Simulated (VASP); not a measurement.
# Bi (Pm-3m) in VASP: a series of runs

The runs below take Bi through single point, relaxation of cell and atoms, with PBEsol.

Everything below comes from runs of VASP 6.6.1. Logs are shortened: lines on timing, memory, paths and dates and some standing lists are left out, and cuts for length are marked.

## Step 1: The cell of the first run

It takes space group Pm-3m (No. 221, cubic). The conventional cell has a = 3.222 Å, b = 3.222 Å, c = 3.222 Å, α = 90.00°, β = 90.00°, γ = 90.00°. Bi (site symmetry m-3m) has 6 Bi at 3.22 Å within 4.2 Å.

## Step 2: Single point, PBEsol

The input, INCAR:

```
SYSTEM = Bi
PREC = Accurate ; ENCUT = 520
EDIFF = 1E-6 ; ISMEAR = -1
SIGMA = 0.1 ; LREAL = .FALSE.
LASPH = .TRUE. ; NELM = 100
ALGO = Normal ; ISIF = 2
LWAVE = .FALSE. ; LCHARG = .FALSE.
GGA = PS ; NBANDS = 14
```

The input, KPOINTS:

```
Automatic mesh
0
G
  16 16 16
  0 0 0
```

The input, POSCAR:

```
Bi
1.0
    3.2222050741      0.0000000000      0.0000000000
    0.0000000000      3.2222050741      0.0000000000
    0.0000000000      0.0000000000      3.2222050741
Bi
1
Direct
    0.0000000000      0.0000000000      0.0000000000
```

Potentials or basis: VASP PAW PBE potentials, release 64 (Bi_d).

Command:

```bash
$ cat potpaw_PBE.64/Bi_d/POTCAR > POTCAR
$ mpirun -np 1 vasp_std > vasp.out
```

OUTCAR:

```text
SYSTEM = Bi
   PREC = Accurate
   ENCUT = 520
   EDIFF = 1E-6
   ISMEAR = -1
   LREAL = .FALSE.
   LASPH = .TRUE.
   NELM = 100
   ISIF = 2
   GGA = PS

 ion  position               nearest neighbor table
   1  0.000  0.000  0.000-

  LATTYP: Found a simple cubic cell.
 ALAT       =     3.2222050741

  Lattice vectors:

 A1 = (   3.2222050741,   0.0000000000,   0.0000000000)
 A2 = (   0.0000000000,   3.2222050741,   0.0000000000)
 A3 = (   0.0000000000,   0.0000000000,   3.2222050741)

Analysis of symmetry for initial positions (statically):
=====================================================================
 Subroutine PRICEL returns:
 Original cell was already a primitive cell.

 Routine SETGRP: Setting up the symmetry group for a
 simple cubic supercell.

 Subroutine GETGRP returns: Found 48 space group operations
 (whereof 48 operations were pure point group operations)
 out of a pool of 48 trial point group operations.

The static configuration has the point symmetry O_h .

Analysis of symmetry for dynamics (positions and initial velocities):
=====================================================================
 Subroutine PRICEL returns:
 Original cell was already a primitive cell.

 Routine SETGRP: Setting up the symmetry group for a
 simple cubic supercell.

 Subroutine GETGRP returns: Found 48 space group operations
 (whereof 48 operations were pure point group operations)
 out of a pool of 48 trial point group operations.

The dynamic configuration has the point symmetry O_h .

 Subroutine INISYM returns: Found 48 space group operations
 (whereof 48 operations are pure point group operations),
 and found     1 'primitive' translations

----------------------------------------------------------------------------------------

                                     Primitive cell

  volume of cell :      33.4549

  direct lattice vectors                    reciprocal lattice vectors
     3.222205074  0.000000000  0.000000000     0.310346479  0.000000000  0.000000000
     0.000000000  3.222205074  0.000000000     0.000000000  0.310346479  0.000000000
     0.000000000  0.000000000  3.222205074     0.000000000  0.000000000  0.310346479

  length of vectors
     3.222205074  3.222205074  3.222205074     0.310346479  0.310346479  0.310346479

  position of ions in fractional coordinates (direct lattice)
     0.000000000  0.000000000  0.000000000

  ion indices of the primitive-cell ions
   primitive index   ion index
                 1           1

----------------------------------------------------------------------------------------

 KPOINTS: Automatic mesh

Automatic generation of k-mesh.
 Grid dimensions read from file:
 generate k-points for:   16   16   16

 Generating k-lattice:

  Cartesian coordinates                     Fractional coordinates (reciprocal lattice)
     0.019396655  0.000000000  0.000000000     0.062500000  0.000000000  0.000000000
     0.000000000  0.019396655  0.000000000     0.000000000  0.062500000  0.000000000
     0.000000000  0.000000000  0.019396655     0.000000000  0.000000000  0.062500000

  Length of vectors
     0.019396655  0.019396655  0.019396655

  Shift w.r.t. Gamma in fractional coordinates (k-lattice)
     0.000000000  0.000000000  0.000000000

 Subroutine IBZKPT returns following result:
 ===========================================

 Found    165 irreducible k-points:

 Following reciprocal coordinates:
            Coordinates               Weight
  0.000000  0.000000  0.000000      1.000000
  0.062500  0.000000  0.000000      6.000000
  0.125000  0.000000  0.000000      6.000000
  0.187500  0.000000  0.000000      6.000000
  0.250000  0.000000  0.000000      6.000000
  0.312500  0.000000  0.000000      6.000000
[... 16 lines left out ...]
  0.437500  0.125000  0.000000     24.000000
  0.500000  0.125000  0.000000     12.000000
 [... further k-points ...]
   k-points           NKPTS =    165   k-points in BZ     NKDIM =    165   number of bands    NBANDS=     14
   number of dos      NEDOS =    301   number of ions     NIONS =      1
   total plane-waves  NPLWV =  13824
   dimension x,y,z NGX =    24 NGY =   24 NGZ =   24
   dimension x,y,z NGXF=    48 NGYF=   48 NGZF=   48
   ions per type =               1
   NGX,Y,Z   is equivalent  to a cutoff of  12.38, 12.38, 12.38 a.u.
   NGXF,Y,Z  is equivalent  to a cutoff of  24.77, 24.77, 24.77 a.u.
 SYSTEM =  Bi
   PREC   = accura    normal or accurate (medium, high low for compatibility)
   ISTART =      0    job   : 0-new  1-cont  2-samecut
   ICHARG =      2    charge: 1-file 2-atom 10-const
   ISPIN  =      1    spin polarized calculation?
   LNONCOLLINEAR =      F non collinear calculations
   LSORBIT =      F    spin-orbit coupling
   LASPH  =      T    aspherical Exc in radial PAW
   ENCUT  =  520.0 eV  38.22 Ry    6.18 a.u.   5.99  5.99  5.99*2*pi/ulx,y,z
   NELM   =    100;   NELMIN=  2; NELMDL= -5     # of ELM steps
   EDIFF  = 0.1E-05   stopping-criterion for ELM
   LREAL  =      F    real-space projection
   EDIFFG = 0.1E-04   stopping-criterion for IOM
   NSW    =      0    number of steps for IOM
   IBRION =     -1    ionic relax: 0-MD 1-quasi-New 2-CG
   NFREE  =      0    steps in history (QN), initial steepest desc. (CG)
   ISIF   =      2    stress and relaxation
   ISYM   =      2    0-nonsym 1-usesym 2-fastsym
   POTIM  = 0.5000    time-step for ionic-motion
   TEBEG  =    0.0;   TEEND  =   0.0 temperature during run
   PSTRESS=    0.0 pullay stress
   NELECT =      15.0000    total number of electrons
   NUPDOWN=      -1.0000    fix difference up-down
   EMIN   =  10.00;   EMAX   =-10.00  energy-range for DOS
   EFERMI =   0.00;   METHOD = LEGACY
   ISMEAR =    -1;   SIGMA  =   0.10  broadening in eV -4-tet -1-fermi 0-gaus
   EFERMI_NEDOS =   21; number of points for ismear=-14 and -15
   IALGO  =     38    algorithm
   IMIX   =      4    mixing-type and parameters
     AMIX     =   0.40;   BMIX     =  1.00
     AMIX_MAG =   1.60;   BMIX_MAG =  1.00
  volume/ion in A,a.u.               =      33.45       225.76
  Fermi-wavevector in a.u.,A,eV,Ry     =   1.253003  2.367832 21.361368  1.570016
  Thomas-Fermi vector in A             =   2.386876
   LORBIT       =      0    0 simple, 1 ext, 2 COOP (PROOUT), +10 PAW based schemes
   GGA     = PS    functional components
   LHFCALC =     F    Hartree Fock is set to
   AEXX    =    0.0000 exact exchange contribution
   IVDW    =     0    specifies the selected vdW correction
   LEPSILON=     F    determine dielectric tensor
   LRPA    =     F    only Hartree local field effects (RPA)
 non-spin polarized calculation
  energy-cutoff  :      520.00
  volume of cell :       33.45
 maximum number of plane-waves:       920
 NGX is ok and might be reduce to    24
   NGX = 11   NGY = 11   NGZ = 11

 number of electron      15.0000009 magnetization

 Free energy of the ion-electron system (eV)
  ---------------------------------------------------
  ext. energy  EPLUGINS =         0.00000000
  ---------------------------------------------------
  free energy    TOTEN  =        -4.28111660 eV

  energy without entropy =       -4.26166089  energy(sigma->0) =       -4.27138874

 E-fermi :   6.7157     XC(G=0):  -9.9707

 val. band max:        6.7102489176   @ k =   0.1875   0.1250   0.1250
 cond. band min:       6.7168659718   @ k =   0.3750   0.3750   0.3125
 fundamental gap:      0.0066170543
 Fermi energy:         6.7157149934

 k-point     1 :       0.0000    0.0000    0.0000
  band No.  band energies     occupation
      1     -16.1914      2.00000
      2     -16.1914      2.00000
      3     -15.8360      2.00000
      4     -15.8360      2.00000
      5     -15.8360      2.00000
      6      -6.5749      2.00000
      7       9.9416      0.00000
      8       9.9416      0.00000
      9       9.9416      0.00000
     10      13.1129      0.00000
     11      14.6385      0.00000
     12      14.6385      0.00000
     13      23.7826      0.00000
     14      23.7826      0.00000

 k-point     2 :       0.0625    0.0000    0.0000
  band No.  band energies     occupation
      1     -16.1909      2.00000
      2     -16.1803      2.00000
      3     -15.8396      2.00000
      4     -15.8396      2.00000
      5     -15.8358      2.00000
      6      -6.5246      2.00000
      7       9.2051      0.00000
      8       9.9985      0.00000
      9       9.9985      0.00000
     10      13.4154      0.00000
     11      14.6766      0.00000
     12      15.2068      0.00000
     13      23.4058      0.00000
     14      23.6828      0.00000

 k-point     3 :       0.1250    0.0000    0.0000
  band No.  band energies     occupation
      1     -16.1892      2.00000
      2     -16.1485      2.00000
      3     -15.8496      2.00000
      4     -15.8496      2.00000
      5     -15.8350      2.00000
      6      -6.3751      2.00000
      7       7.7899      0.00004
      8      10.1653      0.00000
      9      10.1653      0.00000
     10      13.7285      0.00000
     11      14.7911      0.00000
     12      16.7126      0.00000
     13      22.5140      0.00000
     14      23.2487      0.00000
[... 324 lines left out ...]
 k-point    23 :       0.4375    0.1250    0.0000
  band No.  band energies     occupation
      1     -16.1460      2.00000
      2     -15.9417      2.00000
      3     -15.9228      2.00000
      4     -15.8922      2.00000
      5     -15.8421      2.00000
      6      -4.5243      2.00000
      7       2.0572      2.00000
      8       9.7452      0.00000
      9      12.0340      0.00000
     10      14.7884      0.00000
     11      16.4481      0.00000
     12      17.8779      0.00000
     13      19.2108      0.00000
     14      19.3199      0.00000

 k-point    24 :       0.5000    0.1250    0.0000
  band No.  band energies     occupation
      1     -16.1453      2.00000
      2     -15.9453      2.00000
      3     -15.9262      2.00000
      4     -15.8810      2.00000
      5     -15.8418      2.00000
      6      -4.4011      2.00000
      7       1.8008      2.00000
      8       9.8746      0.00000
      9      12.1397      0.00000
     10      14.5870      0.00000
     11      17.0269      0.00000
     12      17.1860      0.00000
     13      19.1278      0.00000
     14      19.4293      0.00000

 [... further k-points ...]
[... 5 lines left out ...]
  --------------------------------------------------------------------------------------
  -------------------------------------------------------------------------------------
  Total       -0.0093308     -0.0093308     -0.0093308     -0.0000000     -0.0000000      0.0000000
  in kB       -0.4468566     -0.4468566     -0.4468566     -0.0000000     -0.0000000      0.0000000
  external PRESSURE =      -0.4468566 kB  Pullay stress =       0.0000000 kB

 VOLUME and BASIS-vectors are now :
 -----------------------------------------------------------------------------
  energy-cutoff  :      520.00
  volume of cell :       33.45
      direct lattice vectors                 reciprocal lattice vectors
     3.222205074  0.000000000  0.000000000     0.310346479  0.000000000  0.000000000
     0.000000000  3.222205074  0.000000000     0.000000000  0.310346479  0.000000000
     0.000000000  0.000000000  3.222205074     0.000000000  0.000000000  0.310346479

 POSITION                                       TOTAL-FORCE (eV/Angst)
 -----------------------------------------------------------------------------------
      0.00000      0.00000      0.00000         0.000000      0.000000      0.000000
 -----------------------------------------------------------------------------------
    total drift:                                0.000000     -0.000000      0.000000

  FREE ENERGIE OF THE ION-ELECTRON SYSTEM (eV)
  ---------------------------------------------------
  free  energy   TOTEN  =        -4.2811165967 eV

  energy  without entropy=       -4.2616608914  energy(sigma->0) =       -4.27138874
```

It took 25 s on 1 thread of Intel Xeon Platinum 8259CL at 2.50GHz (Skylake/Cascade Lake), shared host; peak memory 0.18 GiB.

Results:

```
Free energy : -4.2811 eV
Pressure    : 0.0 GPa
```

Levels at points of the mesh, in eV from the Fermi level:
| k point | band 3 | band 4 | band 5 | band 6 | band 7 | band 8 | band 9 | band 10 | band 11 | band 12 |
| --- | --- | --- | --- | --- | --- | --- | --- | --- | --- | --- |
| (0.00, 0.00, 0.00) | -22.55 | -22.55 | -22.55 | -13.29 | 3.23 | 3.23 | 3.23 | 6.40 | 7.92 | 7.92 |
| (0.50, 0.00, 0.00) | -22.64 | -22.61 | -22.54 | -11.31 | -5.12 | 5.19 | 5.19 | 9.73 | 10.14 | 10.37 |
| (0.50, 0.50, 0.00) | -22.63 | -22.63 | -22.42 | -9.35 | -3.20 | -3.20 | 2.64 | 7.24 | 12.02 | 12.02 |
| (0.50, 0.50, 0.50) | -22.75 | -22.42 | -22.42 | -7.35 | -1.38 | -1.38 | -1.38 | 5.38 | 5.38 | 5.38 |

Caveat: the PAW data sets were made with another functional, which shifts forces and pressure a little; spin-orbit coupling is left out, which moves the levels of the heavy elements.

## Step 3: Relaxation of cell and atoms, PBEsol

This run uses another cell than the first one, of 34.40 Å³/atom, 1.028 times its volume.

The input, INCAR:

```
SYSTEM = Bi
ALGO = Normal
EDIFF = 1E-6
EDIFFG = -0.01
ENCUT = 600
GGA = PS
IBRION = 2
ISIF = 3
ISMEAR = -1
LASPH = .TRUE.
LCHARG = .FALSE.
LREAL = .FALSE.
LWAVE = .FALSE.
NELM = 60
NSW = 80
PREC = Accurate
SIGMA = 0.1
```

The input, KPOINTS:

```
k-points
0
G
  10 10 10
  0 0 0
```

The input, POSCAR:

```
Bi
1.0
    3.2521762864      0.0000000000      0.0000000000
    0.0000000000      3.2521762864      0.0000000000
    0.0000000000      0.0000000000      3.2521762864
Bi
1
Direct
    0.0000000000      0.0000000000      0.0000000000
```

Potentials or basis: VASP PAW PBE potentials, release 64 (Bi_d).

Command:

```bash
$ cat potpaw_PBE.64/Bi_d/POTCAR > POTCAR
$ mpirun -np 1 vasp_std > vasp.out
```

Run time: 40 s. Hardware: 1 thread of Intel Xeon Platinum 8259CL at 2.50GHz (Skylake/Cascade Lake), shared host; peak memory 0.17 GiB.

Results (log left out):

- Free energy: -4.2856 eV
- Relaxed volume: 33.44 Å³/atom
- Relaxed cell: a = 3.222 Å, b = 3.222 Å, c = 3.222 Å, α = 90.00°, β = 90.00°, γ = 90.00°
- Space group after relaxing (to 0.05 Å): Pm-3m (No. 221)
- Energy gained by relaxing: 4.3 meV/atom
- Ionic steps: 3
- Pressure after relaxing: 0.0 GPa

Step by step:
```csv
step,energy change (eV),largest force (eV/Å),pressure (GPa),volume (Å³)
1,0.0000,0.0000,-1.40,34.40
2,-0.0030,0.0000,0.82,32.93
3,-0.0043,0.0000,0.01,33.44
```

Final structure:
```
Bi
1.0
     3.22160    0.00000    0.00000
     0.00000    3.22160    0.00000
     0.00000    0.00000    3.22160
Bi
1
Cartesian
  0.0000 0.0000 0.0000
```

Levels at points of the mesh, in eV from the Fermi level:
| k point | band 3 | band 4 | band 5 | band 6 | band 7 | band 8 | band 9 | band 10 | band 11 |
| --- | --- | --- | --- | --- | --- | --- | --- | --- | --- |
| (0.00, 0.00, 0.00) | -22.51 | -22.51 | -22.51 | -13.25 | 3.27 | 3.27 | 3.27 | 6.44 | 7.97 |
| (0.50, 0.00, 0.00) | -22.60 | -22.57 | -22.50 | -11.27 | -5.09 | 5.23 | 5.23 | 9.77 | 10.18 |
| (0.50, 0.50, 0.00) | -22.59 | -22.59 | -22.38 | -9.31 | -3.16 | -3.16 | 2.68 | 7.29 | 12.06 |
| (0.50, 0.50, 0.50) | -22.71 | -22.38 | -22.38 | -7.31 | -1.34 | -1.34 | -1.34 | 5.42 | 5.42 |

Caveat: the PAW data sets were made with another functional, which shifts forces and pressure a little; spin-orbit coupling is left out, which moves the levels of the heavy elements.
